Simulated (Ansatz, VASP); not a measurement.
## One calculation of TePb, two programs

```
Te Pb
1.0
    -0.08067    3.22700    3.22700
     3.14633    0.00000    3.14633
     3.22700    3.22700   -0.08067
Te Pb
1 1
Direct
  0.50000 0.50000 0.50000
  0.00000 0.00000 0.00000
```

Change from the starting cell: strain -0.0500 x Voigt [0, 0, 0, 0, 1, 0], atoms carried along.

Alike in both runs: task single point; functional PBE; k mesh 8 × 8 × 8; occupations gaussian, width 0.05 eV; no spin polarisation.

```csv
,VASP,Ansatz
version,VASP 6.6.1,Ansatz 0.2.0
potentials or method,"VASP PAW PBE potentials, release 64 (Te, Pb_d), cutoff 520 eV","scalar-relativistic, plane waves, PAW"
valence electrons in the cell,20,30
```

Ansatz gave:

```
gap on the k mesh at the Fermi level (eV)                     : 0.45
least direct gap on the mesh (eV)                             : 0.67
pressure (GPa)                                                : 2.3
traceless stress, the component that is largest in VASP (GPa) : 0.71
```

Problem. Estimate VASP's values.

Solution. gap on the k mesh at the Fermi level (eV): 0.45; least direct gap on the mesh (eV): 0.68; pressure (GPa): 2.3; traceless stress, the component that is largest in VASP (GPa): 0.71.

VASP's potentials hold 20 valence electrons a cell and Ansatz's 30, so a difference there can come from the potentials and not from the codes.

Spin-orbit coupling is off throughout.
